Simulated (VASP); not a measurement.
# PbF2 (Aea2) in VASP: a series of runs

Runs on PbF2. Level: r2SCAN. Tasks: single point.

All numbers are computed with VASP 6.6.1; they aren't measurements. Logs are shortened: lines on timing, memory, paths and dates and some standing lists are left out, and cuts for length are marked.

## 1. The cell of the first run

It takes space group Aea2 (No. 41, orthorhombic). Conventional cell: a = 6.024 Å, b = 6.004 Å, c = 6.023 Å, α = 90.00°, β = 90.00°, γ = 90.00°. Within 3.4 Å of Pb (site symmetry 2) lie 8 F at 2.54 to 2.72 Å. Within 3.4 Å of F (site symmetry 1) lie 4 Pb at 2.54 to 2.72 Å and 6 F at 3.01 to 3.02 Å.

## 2. Single point, r2SCAN

POSCAR

```
PbF2
1.0
    6.0240560000      0.0000000000      0.0000000000
    0.0000000000      3.0020500000      3.0112850000
    0.0000000000     -3.0020500000      3.0112850000
Pb F
2 4
Direct
    0.5000000000      0.9774790000      0.9774790000
    0.0000000000      0.4774790000      0.4774790000
    0.7647730000      0.9736080000      0.4586660000
    0.2352270000      0.4586660000      0.9736080000
    0.7352270000      0.4736080000      0.9586660000
    0.2647730000      0.9586660000      0.4736080000
```

INCAR.step1

```
PREC     = Accurate       # precision mode
ENCUT    = 520            # plane-wave cutoff, eV
ISMEAR   = 0              # smearing method
SIGMA    = 0.01           # smearing width, eV
LREAL    = F              # projectors in reciprocal space
LASPH    = T              # aspherical terms in the spheres
NELM     = 100            # most SCF steps
NBANDS   = 37             # bands
GGA      = PE             # functional
ALGO     = Normal         # electronic algorithm
EDIFF    = 1E-4           # SCF threshold, eV
LWAVE    = T              # write WAVECAR
LCHARG   = F              # write CHGCAR
```

INCAR.step2

```
PREC     = Accurate       # precision mode
ENCUT    = 520            # plane-wave cutoff, eV
EDIFF    = 1E-6           # SCF threshold, eV
ISMEAR   = 0              # smearing method
SIGMA    = 0.01           # smearing width, eV
LREAL    = F              # projectors in reciprocal space
LASPH    = T              # aspherical terms in the spheres
NELM     = 100            # most SCF steps
ALGO     = Normal         # electronic algorithm
ISIF     = 2              # what is computed and relaxed
LWAVE    = F              # write WAVECAR
LCHARG   = F              # write CHGCAR
METAGGA  = R2SCAN         # meta-GGA
LMIXTAU  = T            
NBANDS   = 37             # bands
ISTART   = 1
```

KPOINTS

```
regular mesh
0
Gamma
  2 2 2
```

Potentials or basis: VASP PAW PBE potentials, release 64 (Pb_d, F).

The run is started by

```sh
$ cat potpaw_PBE.64/Pb_d/POTCAR potpaw_PBE.64/F/POTCAR > POTCAR
$ cp INCAR.step1 INCAR
$ mpirun -np 1 vasp_std > vasp.out
$ cp INCAR.step2 INCAR
$ mpirun -np 1 vasp_std > vasp.out
```

OUTCAR:

```text
PREC = Accurate
   ENCUT = 520
   EDIFF = 1E-6
   ISMEAR = 0
   LREAL = F
   LASPH = T
   NELM = 100
   ISIF = 2
   METAGGA = R2SCAN
   ISTART = 1

 ion  position               nearest neighbor table
   1  0.500  0.977  0.977-   5 2.54   6 2.54   6 2.57   5 2.57   3 2.59   4 2.59   4 2.72   3 2.72

   2  0.000  0.477  0.477-   3 2.54   4 2.54   4 2.57   3 2.57   5 2.59   6 2.59   5 2.72   6 2.72

   3  0.765  0.974  0.459-   2 2.54   2 2.57   1 2.59   1 2.72
   4  0.235  0.459  0.974-   2 2.54   2 2.57   1 2.59   1 2.72
   5  0.735  0.474  0.959-   1 2.54   1 2.57   2 2.59   2 2.72
   6  0.265  0.959  0.474-   1 2.54   1 2.57   2 2.59   2 2.72

  LATTYP: Found a base centered orthorhombic cell.
 ALAT       =     6.0041000000
 B/A-ratio  =     1.0030762312
 C/A-ratio  =     1.0033237288

  Lattice vectors:

 A1 = (   0.0000000000,   3.0020500000,  -3.0112850000)
 A2 = (   0.0000000000,   3.0020500000,   3.0112850000)
 A3 = (   6.0240560000,   0.0000000000,   0.0000000000)

Analysis of symmetry for initial positions (statically):
=====================================================================
 Subroutine PRICEL returns:
 Original cell was already a primitive cell.

 Routine SETGRP: Setting up the symmetry group for a
 base centered orthorhombic supercell.

 Subroutine GETGRP returns: Found  4 space group operations
 (whereof  2 operations were pure point group operations)
 out of a pool of  8 trial point group operations.

The static configuration has the point symmetry C_2 .
 The point group associated with its full space group is C_2v.

Analysis of symmetry for dynamics (positions and initial velocities):
=====================================================================
 Subroutine PRICEL returns:
 Original cell was already a primitive cell.

 Routine SETGRP: Setting up the symmetry group for a
 base centered orthorhombic supercell.

 Subroutine GETGRP returns: Found  4 space group operations
 (whereof  2 operations were pure point group operations)
 out of a pool of  8 trial point group operations.

The dynamic configuration has the point symmetry C_2 .
 The point group associated with its full space group is C_2v.

 Subroutine INISYM returns: Found  4 space group operations
 (whereof  2 operations are pure point group operations),
 and found     1 'primitive' translations

----------------------------------------------------------------------------------------

                                     Primitive cell

  volume of cell :     108.9153

  direct lattice vectors                    reciprocal lattice vectors
     6.024056000  0.000000000  0.000000000     0.166001113  0.000000000  0.000000000
     0.000000000  3.002050000  3.011285000     0.000000000  0.166552856  0.166042072
     0.000000000 -3.002050000  3.011285000     0.000000000 -0.166552856  0.166042072

  length of vectors
     6.024056000  4.252074970  4.252074970     0.166001113  0.235180406  0.235180406

  position of ions in fractional coordinates (direct lattice)
     0.500000000  0.977479000  0.977479000
     0.000000000  0.477479000  0.477479000
     0.764773000  0.973608000  0.458666000
     0.235227000  0.458666000  0.973608000
     0.735227000  0.473608000  0.958666000
     0.264773000  0.958666000  0.473608000

  ion indices of the primitive-cell ions
   primitive index   ion index
                 1           1
                 2           2
                 3           3
                 4           4
                 5           5
                 6           6

----------------------------------------------------------------------------------------

 KPOINTS: regular mesh

Automatic generation of k-mesh.
 Grid dimensions read from file:
 generate k-points for:    2    2    2

 Generating k-lattice:

  Cartesian coordinates                     Fractional coordinates (reciprocal lattice)
     0.083000556  0.000000000  0.000000000     0.500000000  0.000000000  0.000000000
     0.000000000  0.083276428  0.083021036     0.000000000  0.500000000  0.000000000
     0.000000000 -0.083276428  0.083021036     0.000000000  0.000000000  0.500000000

  Length of vectors
     0.083000556  0.117590203  0.117590203

  Shift w.r.t. Gamma in fractional coordinates (k-lattice)
     0.000000000  0.000000000  0.000000000

 Subroutine IBZKPT returns following result:
 ===========================================

 Found      6 irreducible k-points:

 Following reciprocal coordinates:
            Coordinates               Weight
  0.000000  0.000000  0.000000      1.000000
  0.500000  0.000000  0.000000      1.000000
  0.000000  0.500000  0.000000      2.000000
  0.500000  0.500000  0.000000      2.000000
  0.000000  0.500000  0.500000      1.000000
  0.500000  0.500000  0.500000      1.000000
   k-points           NKPTS =      6   k-points in BZ     NKDIM =      6   number of bands    NBANDS=     37
   number of dos      NEDOS =    301   number of ions     NIONS =      6
   total plane-waves  NPLWV =  49152
   dimension x,y,z NGX =    48 NGY =   32 NGZ =   32
   dimension x,y,z NGXF=    96 NGYF=   64 NGZF=   64
   ions per type =               2   4
   NGX,Y,Z   is equivalent  to a cutoff of  13.25, 12.51, 12.51 a.u.
   NGXF,Y,Z  is equivalent  to a cutoff of  26.49, 25.02, 25.02 a.u.
 SYSTEM =  unknown system
   PREC   = accura    normal or accurate (medium, high low for compatibility)
   ISTART =      1    job   : 0-new  1-cont  2-samecut
   ICHARG =      0    charge: 1-file 2-atom 10-const
   ISPIN  =      1    spin polarized calculation?
   LNONCOLLINEAR =      F non collinear calculations
   LSORBIT =      F    spin-orbit coupling
   LASPH  =      T    aspherical Exc in radial PAW
   ENCUT  =  520.0 eV  38.22 Ry    6.18 a.u.  11.20  7.91  7.91*2*pi/ulx,y,z
   NELM   =    100;   NELMIN=  2; NELMDL=  0     # of ELM steps
   EDIFF  = 0.1E-05   stopping-criterion for ELM
   LREAL  =      F    real-space projection
   EDIFFG = 0.1E-04   stopping-criterion for IOM
   NSW    =      0    number of steps for IOM
   IBRION =     -1    ionic relax: 0-MD 1-quasi-New 2-CG
   NFREE  =      0    steps in history (QN), initial steepest desc. (CG)
   ISIF   =      2    stress and relaxation
   ISYM   =      2    0-nonsym 1-usesym 2-fastsym
   POTIM  = 0.5000    time-step for ionic-motion
   TEBEG  =    0.0;   TEEND  =   0.0 temperature during run
   PSTRESS=    0.0 pullay stress
   NELECT =      56.0000    total number of electrons
   NUPDOWN=      -1.0000    fix difference up-down
   EMIN   =  10.00;   EMAX   =-10.00  energy-range for DOS
   EFERMI =   0.00;   METHOD = LEGACY
   ISMEAR =     0;   SIGMA  =   0.01  broadening in eV -4-tet -1-fermi 0-gaus
   EFERMI_NEDOS =   21; number of points for ismear=-14 and -15
   IALGO  =     38    algorithm
   IMIX   =      4    mixing-type and parameters
     AMIX     =   0.40;   BMIX     =  1.00
     AMIX_MAG =   1.60;   BMIX_MAG =  1.00
  volume/ion in A,a.u.               =      18.15       122.50
  Fermi-wavevector in a.u.,A,eV,Ry     =   1.311519  2.478412 23.403137  1.720082
  Thomas-Fermi vector in A             =   2.441975
   LORBIT       =      0    0 simple, 1 ext, 2 COOP (PROOUT), +10 PAW based schemes
   METAGGA = R2SCAN    functional components
   LHFCALC =     F    Hartree Fock is set to
   AEXX    =    0.0000 exact exchange contribution
   IVDW    =     0    specifies the selected vdW correction
   LEPSILON=     F    determine dielectric tensor
   LRPA    =     F    only Hartree local field effects (RPA)
 non-spin polarized calculation
 Gauss-broadening in eV      SIGMA  =   0.01
  energy-cutoff  :      520.00
  volume of cell :      108.92
 maximum number of plane-waves:      2950
 NGX is ok and might be reduce to    48
   NGX = 23   NGY = 15   NGZ = 15

 number of electron      56.0000005 magnetization

 Free energy of the ion-electron system (eV)
  ---------------------------------------------------
  ext. energy  EPLUGINS =         0.00000000
  ---------------------------------------------------
  free energy    TOTEN  =      -140.21631315 eV

  energy without entropy =     -140.21631315  energy(sigma->0) =     -140.21631315

 E-fermi :   1.1062     XC(G=0):  -9.7678

 val. band max:        0.9984354294   @ k =   0.5000   0.5000   0.5000
 cond. band min:       5.9089700364   @ k =   0.0000   0.0000   0.0000
 fundamental gap:      4.9105346070
 Fermi energy:         1.1061506409

 k-point     1 :       0.0000    0.0000    0.0000
  band No.  band energies     occupation
      1     -21.0663      2.00000
      2     -20.8405      2.00000
      3     -20.7420      2.00000
      4     -20.5563      2.00000
      5     -13.8467      2.00000
      6     -13.8458      2.00000
[... 29 lines left out ...]
     36      11.5289      0.00000
     37      15.6792      0.00000

 k-point     2 :       0.5000    0.0000    0.0000
  band No.  band energies     occupation
      1     -20.9556      2.00000
      2     -20.9556      2.00000
      3     -20.6509      2.00000
      4     -20.6509      2.00000
      5     -13.8262      2.00000
      6     -13.8262      2.00000
[... 29 lines left out ...]
     36      12.4155      0.00000
     37      16.5833      0.00000

 k-point     3 :       0.0000    0.5000    0.0000
  band No.  band energies     occupation
      1     -20.8740      2.00000
      2     -20.8740      2.00000
      3     -20.7222      2.00000
      4     -20.7222      2.00000
      5     -13.8238      2.00000
      6     -13.8238      2.00000
[... 29 lines left out ...]
     36      12.8286      0.00000
     37      15.2220      0.00000

 k-point     4 :       0.5000    0.5000    0.0000
  band No.  band energies     occupation
      1     -20.8255      2.00000
      2     -20.8255      2.00000
      3     -20.7723      2.00000
      4     -20.7723      2.00000
      5     -13.8374      2.00000
      6     -13.8374      2.00000
[... 29 lines left out ...]
     36      14.2734      0.00000
     37      15.1207      0.00000

 k-point     5 :       0.0000    0.5000    0.5000
  band No.  band energies     occupation
      1     -20.8422      2.00000
      2     -20.8380      2.00000
      3     -20.7435      2.00000
      4     -20.7407      2.00000
      5     -13.8383      2.00000
      6     -13.8377      2.00000
[... 29 lines left out ...]
     36      10.1852      0.00000
     37      15.7958      0.00000

 k-point     6 :       0.5000    0.5000    0.5000
  band No.  band energies     occupation
      1     -20.7931      2.00000
      2     -20.7931      2.00000
      3     -20.7895      2.00000
      4     -20.7895      2.00000
      5     -13.8249      2.00000
      6     -13.8249      2.00000
[... 29 lines left out ...]
     36      11.4295      0.00000
     37      15.9420      0.00000

------------------------ aborting loop because EDIFF is reached ----------------------------------------

  FORCE on cell =-STRESS in cart. coord.  units (eV):
  Direction    XX          YY          ZZ          XY          YZ          ZX
  --------------------------------------------------------------------------------------
  -------------------------------------------------------------------------------------
  Total       -1.8064782     -2.1027803     -2.1701380      0.0000000      0.0000000      0.0000000
  in kB      -26.5738528    -30.9325480    -31.9234010      0.0000000      0.0000000      0.0000000
  external PRESSURE =     -29.8099339 kB  Pullay stress =       0.0000000 kB

 VOLUME and BASIS-vectors are now :
 -----------------------------------------------------------------------------
  energy-cutoff  :      520.00
  volume of cell :      108.92
      direct lattice vectors                 reciprocal lattice vectors
     6.024056000  0.000000000  0.000000000     0.166001113  0.000000000  0.000000000
     0.000000000  3.002050000  3.011285000     0.000000000  0.166552856  0.166042072
     0.000000000 -3.002050000  3.011285000     0.000000000 -0.166552856  0.166042072

 POSITION                                       TOTAL-FORCE (eV/Angst)
 -----------------------------------------------------------------------------------
      3.01203      0.00000      5.88694         0.000000     -0.000000     -0.025562
      0.00000      0.00000      2.87565         0.000000     -0.000000     -0.025562
      4.60704      1.54588      4.31299        -0.053985     -0.039729      0.012781
      1.41702     -1.54588      4.31299         0.053985      0.039729      0.012781
      4.42905     -1.45617      4.31299         0.053985     -0.039729      0.012781
      1.59501      1.45617      4.31299        -0.053985      0.039729      0.012781
 -----------------------------------------------------------------------------------
    total drift:                                0.000000     -0.000001      0.003279

  FREE ENERGIE OF THE ION-ELECTRON SYSTEM (eV)
  ---------------------------------------------------
  free  energy   TOTEN  =      -140.2163131537 eV

  energy  without entropy=     -140.2163131537  energy(sigma->0) =     -140.21631315
```

Run time: 52 s. Hardware: 1 thread of AMD EPYC 9R45 (Zen 5), shared host; peak memory 0.2 GiB.

Results:

| Quantity | Value |
| --- | --- |
| Free energy | -140.2163 eV |
| Pressure | -3.0 GPa |
| Largest force | 0.068 eV/Å |
| Band gap on the k mesh | 4.91 eV |

Forces on the atoms (eV/Å):
```
Pb   0.000  0.000 -0.026
Pb   0.000  0.000 -0.026
F   -0.054 -0.040  0.013
F    0.054  0.040  0.013
F    0.054 -0.040  0.013
F   -0.054  0.040  0.013
```

Levels at points of the mesh, in eV from the valence-band top:
```
           k point  band 25  band 26  band 27  band 28  band 29  band 30  band 31  band 32
(0.00, 0.00, 0.00)    -1.55    -1.53    -1.47    -0.17     4.91     7.20     7.27     7.27
(0.50, 0.00, 0.00)    -1.62    -1.62    -0.93    -0.93     5.47     5.47     7.81     7.81
(0.00, 0.50, 0.00)    -1.61    -1.61    -0.25    -0.25     5.83     5.83     7.15     7.15
(0.50, 0.50, 0.00)    -2.06    -2.06    -0.06    -0.06     5.37     5.37     7.99     7.99
(0.00, 0.50, 0.50)    -1.51    -1.50    -0.13    -0.12     4.92     4.92     8.14     8.23
(0.50, 0.50, 0.50)    -1.47    -1.47     0.00     0.00     6.47     6.47     6.48     6.48
```

Caveat: the k points lie up to 0.74 Å⁻¹ apart; the PAW data sets were made with another functional, which shifts forces and pressure a little; spin-orbit coupling is left out, which moves the levels of the heavy elements.

(Continued in part 2 of 2.)
